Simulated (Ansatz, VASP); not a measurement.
Two plane-wave programs on Fe

```xyz
2
Lattice="2.4292 0.0000 0.0000 -1.2146 2.1037 0.0000 0.0000 0.0000 3.8409" Properties=species:S:1:pos:R:3 pbc="T T T"
Fe    0.0000    1.4025    0.9602
Fe    1.2146    0.7012    2.8807
```

Alike in both runs: functional PBEsol; k mesh 21 × 21 × 12; occupations gaussian, width 0.1 eV; no spin polarisation.

Ansatz relaxed the structure, and its values are those at the end. VASP's run is a single point on that final structure, the one shown.

|  | VASP | Ansatz |
| --- | --- | --- |
| version | VASP 6.6.1 | Ansatz 0.2.0 |
| potentials or method | VASP PAW PBE potentials, release 64 (Fe), cutoff 520 eV | scalar-relativistic, plane waves, PAW |
| valence electrons in the cell | 16 | 32 |

```tsv
	VASP	Ansatz	Ansatz less VASP
gap on the k mesh at the Fermi level (eV)	none	none	-
pressure (GPa)	-0.3	0.0	+0.28
```

VASP's potentials were made for PBE, not for PBEsol. A gap of «none» marks a metal or a gap that the smearing closes. VASP's potentials hold 16 valence electrons a cell and Ansatz's 32, so a difference there can come from the potentials and not from the codes.
